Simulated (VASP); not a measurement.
Input of a VASP 6.6.1 run:

The input INCAR:

```
PREC = Accurate
ENCUT = 520
EDIFF = 1E-7
ISMEAR = 0
SIGMA = 0.1
LREAL = Auto
LASPH = True
NELM = 80
ALGO = Normal
ISIF = 2
LWAVE = False
LCHARG = False
GGA = PS
NBANDS = 72
```

Contents of KPOINTS:

```
regular mesh
0
Gamma
  3 3 3
```

The input POSCAR:

```
Al30Cu
1.0
    8.1000000000      0.0000000000      0.0000000000
    0.0000000000      8.1000000000      0.0000000000
    0.0000000000      0.0000000000      8.1000000000
Al Cu
30 1
Direct
    0.4981997531      0.0004538272     -0.0009638272
    0.7498733333      0.2564320988      0.0069488889
    0.7498148148     -0.0004516049      0.2517497531
    0.0009611111      0.0002885185     -0.0006540741
    0.2497806173      0.2506958025      0.0005874074
    0.5011635802      0.5026944444      0.0035138272
    0.7495932099      0.7487288889      0.0003950617
    0.2498054321     -0.0022403704      0.2473298765
    0.5080235802      0.2528059259      0.2558012346
    0.5023827160      0.0012546914      0.4988767901
    0.7495688889      0.0028370370      0.7467058025
   -0.0016374074      0.5025337037      0.0037491358
    0.2495988889      0.7520029630     -0.0023667901
   -0.0079119753      0.2527488889      0.2560818519
    0.2500303704      0.5011554321      0.2473344444
    0.5011730864      0.7452403704      0.2466650617
   -0.0028151852      0.0011902469      0.4989975309
    0.2500983951      0.2490930864      0.4988977778
    0.5035146914      0.4958585185      0.4999900000
    0.7499508642      0.7417239506      0.4938788889
    0.2496143210      0.0002785185      0.7479361728
    0.5015929630      0.2494060494      0.7478886420
    0.7499191358      0.4964602469      0.7489134568
   -0.0016993827      0.7449151852      0.2468991358
   -0.0035719753      0.4958202469      0.4999822222
    0.2499892593      0.7498641975      0.4977774074
   -0.0020535802      0.2493270370      0.7479666667
    0.2499956790      0.5015118519      0.7538620988
    0.4987807407      0.7508129630      0.7493493827
    0.0005900000      0.7507441975      0.7496824691
    0.7501458025      0.4675571605      0.2916385185
```

Potentials or basis: VASP PAW PBE potentials, release 64 (Al, Cu).

Launch:

```console
$ cat potpaw_PBE.64/Al/POTCAR potpaw_PBE.64/Cu/POTCAR > POTCAR
$ mpirun -np 1 vasp_std > vasp.out
```

What does it give for the pressure?

-3.6 GPa.

Predict the band gap on the k mesh.

zero (an odd number of electrons rules out a gap without spin polarisation).

What does it give for the largest force?

0.393 eV/Å.

Stress tensor (GPa, compression positive):
```
-3.25  0.00  0.00
 0.00 -3.70 -0.02
 0.00 -0.02 -3.71
```

Caveat: the PAW data sets were made with another functional, which shifts forces and pressure a little.
